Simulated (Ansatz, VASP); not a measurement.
One calculation of Pb, two programs

```
Pb
1.0
     3.50395    0.00000    0.00000
    -1.75198    3.03451    0.00000
     0.00000    0.00000    5.79582
Pb
2
Direct
  0.33333 0.66667 0.25000
  0.66667 0.33333 0.75000
```

Alike in both runs: functional r2SCAN; k mesh 11 × 11 × 6; occupations fermi-dirac, width 0.05 eV; collinear spin.

Ansatz relaxed the structure, and its values are those at the end. VASP's run is a single point on that final structure, the one shown.

|  | VASP | Ansatz |
| --- | --- | --- |
| version | VASP 6.6.1 | Ansatz 0.2.0 |
| potentials or method | VASP PAW PBE potentials, release 64 (Pb_d) | PAW with Ansatz's default frozen-core files, scalar-relativistic |
| plane-wave cutoff (eV) | 520 | 500 |
| valence electrons in the cell | 28 | 28 |

```tsv
	VASP	Ansatz	Ansatz less VASP
gap on the k mesh at the Fermi level (eV)	none	none	-
pressure (GPa)	0.0	0.0	+0.01
```

VASP's potentials were made for PBE, not for r2SCAN. A gap of «none» marks a metal or a gap that the smearing closes. The functional is the same, so the differences come from potentials, cutoffs and numerics. Ansatz's warnings: no starting moments.

Neither program's run includes spin-orbit coupling.
